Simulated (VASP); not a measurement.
A run of VASP 6.6.1 is set up as follows.

File INCAR:

```
  PREC = Accurate
  ENCUT = 520
  EDIFF = 1E-6
  ISMEAR = -1
  SIGMA = 0.05
  LREAL = False
  LASPH = True
  NELM = 80
  ALGO = Normal
  ISIF = 2
  LWAVE = False
  LCHARG = True
  LELF = True
  LVHAR = True
  NBANDS = 20
```

File KPOINTS:

```
Automatic mesh
0
Gamma
  10 10 2
```

File POSCAR:

```
MoS2
1.0
    3.2465757816      0.0000000000      0.0000000000
   -1.6232878908      2.8116171022      0.0000000000
    0.0000000000      0.0000000000     17.6745803806
Mo S
1 2
Direct
    0.0000000000      0.0000000000      0.0000000000
    0.3333333333      0.6666666667      0.9105070200
    0.3333333333      0.6666666667      0.0894929800
```

Potentials or basis: VASP PAW LDA potentials, release 64 (Mo_sv, S).

The run is started by

```bash
$ cat potpaw_LDA.64/Mo_sv/POTCAR potpaw_LDA.64/S/POTCAR > POTCAR
$ mpirun -np 1 vasp_std > vasp.out
```

Q: Predict the largest force.

A: 1.238 eV/Å.

Q: Predict the band gap on the k mesh.

A: 1.59 eV, indirect (least direct gap 1.78 eV).

Forces on the atoms (eV/Å):
```
Mo   0.000  0.000  0.000
S    0.000  0.000  1.238
S    0.000  0.000 -1.238
```
